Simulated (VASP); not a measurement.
CaO: single point with PBE

CaO:

```xyz
2
Lattice="0.0000 2.3147 2.3147 2.3147 0.0000 2.3147 2.3147 2.3147 0.0000" Properties=species:S:1:pos:R:3 pbc="T T T"
Ca    0.0000    0.0000    0.0000
O     2.3147    2.3147    2.3147
```

This cell differs from its parent crystal: volume scaled by 0.88.

| Item | Value |
| --- | --- |
| Program | VASP 6.6.1 |
| Task | single point |
| Functional | PBE |
| Potentials or basis | VASP PAW PBE potentials, release 64 (Ca_sv, O) |
| Cutoff | 520 eV |
| k mesh | 8 × 8 × 8 |
| Occupations | gaussian, width 0.02 eV |
| Spin | no spin polarisation |
| Dipole correction | no |
| Further INCAR settings | ALGO = Normal; EDIFF = 1e-06; NBANDS = 15 |

```
Pressure               : 18.8 GPa
Band gap on the k mesh : 3.57 eV, indirect (least direct gap 3.91 eV)
```

Levels at points of the mesh, in eV from the valence-band top:
| k point | band 6 | band 7 | band 8 | band 9 | band 10 | band 11 |
| --- | --- | --- | --- | --- | --- | --- |
| (0.00, 0.00, 0.00) | 0.00 | 0.00 | 0.00 | 5.69 | 6.48 | 6.48 |
| (0.50, 0.00, 0.00) | -2.92 | -1.45 | -1.45 | 7.58 | 8.97 | 8.97 |
| (0.50, 0.50, 0.00) | -1.22 | -0.34 | -0.34 | 3.57 | 8.91 | 9.54 |

It took 7.5 s on 1 thread of Intel(R) Xeon(R) Platinum 8259CL CPU @ 2.50GHz (Skylake/Cascade Lake), with other jobs on the host, peak memory 0.14 GiB.

 A k mesh can miss the band edges.
